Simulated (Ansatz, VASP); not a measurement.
AlFe3B in VASP and in Ansatz

```
CELL_PARAMETERS angstrom
3.81386 0.00000 0.00000
0.00000 3.81386 0.00000
0.00000 0.00000 3.81386
ATOMIC_POSITIONS crystal
Al 0.50000 0.50000 0.50000
Fe 0.50000 0.00000 0.00000
Fe 0.00000 0.50000 0.00000
Fe 0.00000 0.00000 0.50000
B 0.00000 0.00000 0.00000
```

Alike in both runs: functional PBE; k mesh 10 × 10 × 10; occupations gaussian, width 0.1 eV; collinear spin.

Ansatz relaxed the structure, and its values are those at the end. VASP's run is a single point on that final structure, the one shown.

|  | VASP | Ansatz |
| --- | --- | --- |
| version | VASP 6.6.1 | Ansatz 0.2.0 |
| potentials or method | VASP PAW PBE potentials, release 64 (Al, Fe, B), cutoff 520 eV | scalar-relativistic, plane waves, PAW |
| valence electrons in the cell | 30 | 54 |

```csv
,VASP,Ansatz,Ansatz less VASP
gap on the k mesh at the Fermi level (eV),none,none,-
pressure (GPa),0.4,0.0,-0.43
net moment per atom (μB),0.82,0.82,-0.001
size of the moment on the site where the two differ most (μB),1.47,1.37,-0.097
```

Site moments also hang on the region over which each program counts them. A gap of «none» marks a metal or a gap that the smearing closes. VASP's potentials hold 30 valence electrons a cell and Ansatz's 54, so a difference there can come from the potentials and not from the codes.
